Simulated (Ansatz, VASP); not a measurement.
GaN: VASP beside Ansatz

```
CELL_PARAMETERS angstrom
0.00000 2.22771 2.22771
2.22771 0.00000 2.22771
2.22771 2.22771 0.00000
ATOMIC_POSITIONS crystal
Ga 0.00000 0.00000 0.00000
N 0.75000 0.75000 0.75000
```

Alike in both runs: functional LDA; k mesh 10 × 10 × 10; occupations gaussian, width 0.02 eV; no spin polarisation.

Ansatz relaxed the structure, and its values are those at the end. VASP's run is a single point on that final structure, the one shown.

```csv
,VASP,Ansatz
version,VASP 6.6.1,Ansatz 0.2.0
potentials or method,"VASP PAW LDA potentials, release 64 (Ga_d, N_h), cutoff 910 eV","scalar-relativistic, plane waves, PAW"
valence electrons in the cell,18,18
```

```tsv
	VASP	Ansatz	Ansatz less VASP
gap on the k mesh at the Fermi level (eV)	1.97	1.95	-0.019
least direct gap on the mesh (eV)	1.97	1.95	-0.019
```

LDA's correlation is that of Perdew and Zunger in VASP and of Perdew and Wang (1992) in Ansatz.

Noted on VASP's run: the cutoff is short for stress, so the pressure is rough.
